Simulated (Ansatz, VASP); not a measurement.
**VN in VASP and in Ansatz**

File INCAR:

```
ALGO = Normal ; EDIFF = 1E-6
ENCUT = 600 ; GGA_COMPAT = F
ISIF = 2 ; ISMEAR = 0
LASPH = T ; LCHARG = F
LREAL = F ; LWAVE = F
NBANDS = 16 ; NELM = 120
PREC = Accurate ; SIGMA = 0.1
```

The input KPOINTS:

```
k-points
0
Gamma
  8 8 8
```

File POSCAR:

```
VN
1.0
    0.0000000000      2.0400000000      2.0400000000
    2.0400000000      0.0000000000      2.0400000000
    2.0400000000      2.0400000000      0.0000000000
V N
1 1
Direct
    0.0000000000      0.0000000000      0.0000000000
    0.5000000000      0.5000000000      0.5000000000
```

Input for Ansatz:

```yaml
crystal:
  lattice:
    - [0.0, 2.04, 2.04]
    - [2.04, 0.0, 2.04]
    - [2.04, 2.04, 0.0]
  atoms:
    - { symbol: V, position: [0.0, 0.0, 0.0] }
    - { symbol: "N", position: [0.5, 0.5, 0.5] }
basis:
  ecutwfc: 420
kpoints:
  mp_grid: { grid: [8, 8, 8] }
hamiltonian:
  xc: lda
  pseudopotentials: { kind: paw, azcp: { folder: soft_1 } }
scf:
  occupations: { method: gaussian, width: 0.1 }
output:
  forces: true
  stress: true
  eigenvalues: true
```

Alike in both runs: task single point; functional LDA; k mesh 8 × 8 × 8; occupations gaussian, width 0.1 eV; no spin polarisation.

|  | VASP | Ansatz |
| --- | --- | --- |
| version | VASP 6.6.1 | Ansatz 0.2.0 |
| potentials or method | VASP PAW LDA potentials, release 64 (V_sv, N), cutoff 600 eV | scalar-relativistic, plane waves, PAW |
| valence electrons in the cell | 18 | 18 |

Ansatz gave:

```
gap on the k mesh at the Fermi level (eV) : none
pressure (GPa)                            : -9.5
```

Estimate VASP's values.

gap on the k mesh at the Fermi level (eV): none; pressure (GPa): -8.5.

Ansatz warns that its potentials were made for another functional, while VASP's fit it. LDA's correlation is that of Perdew and Zunger in VASP and of Perdew and Wang (1992) in Ansatz. A gap of «none» marks a metal or a gap that the smearing closes.
